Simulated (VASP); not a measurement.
Input of a VASP 6.6.1 run:

Contents of INCAR:

```
ALGO = Normal ; EDIFF = 1E-6
ENCUT = 520 ; GGA = PE
ISIF = 2 ; ISMEAR = 1
IVDW = 12 ; LASPH = True
LCHARG = False ; LREAL = False
LWAVE = False ; NBANDS = 26
NELM = 100 ; PREC = Accurate
SIGMA = 0.4
```

Contents of KPOINTS:

```
k-points
0
Gamma
  6 6 6
```

Contents of POSCAR:

```
BN
1.0
    0.0000000000      0.0000000000      4.3321824800
    2.5032642000      3.4953158300      2.1660912400
   -2.5032642000      3.4953158300      2.1660912400
B N
4 4
Direct
    0.4961162308      0.7397059346      0.2620932251
    0.4988904757      0.2593694922      0.7494564905
   -0.0063905745      0.4992573392      0.5008134257
   -0.0000106342      0.0013255872     -0.0081118535
    0.1732955544      0.7534682271      0.2392782660
    0.1685921888      0.2553403921      0.7488553051
    0.6735226655      0.4962621036      0.5041007113
    0.6627840535     -0.0047290761      1.0035144298
```

Potentials or basis: VASP PAW PBE potentials, release 64 (B, N).

Run with:

```sh
$ cat potpaw_PBE.64/B/POTCAR potpaw_PBE.64/N/POTCAR > POTCAR
$ mpirun -np 1 vasp_std > vasp.out
```

**Question.** What does it give for the band gap on the k mesh?

**Answer.** 3.62 eV.

**Question.** What does it give for the largest force?

**Answer.** 3.008 eV/Å.

**Question.** What does it give for the dispersion energy per atom?

**Answer.** -0.133 eV.

Forces on the atoms (eV/Å):
```
B    2.143 -0.249  0.638
B   -2.119 -0.355 -0.433
B    0.963 -0.036  2.850
B   -0.330  0.293  0.523
N   -1.881  0.104 -1.404
N    0.235 -0.022 -0.867
N    0.508  0.168 -1.760
N    0.480  0.097  0.453
```

Caveat: the cell differs from its parent crystal (atoms moved at random); forces of over 1 eV/Å act on the atoms, so gaps and moduli don't describe the material at rest. A k mesh can miss the band edges.
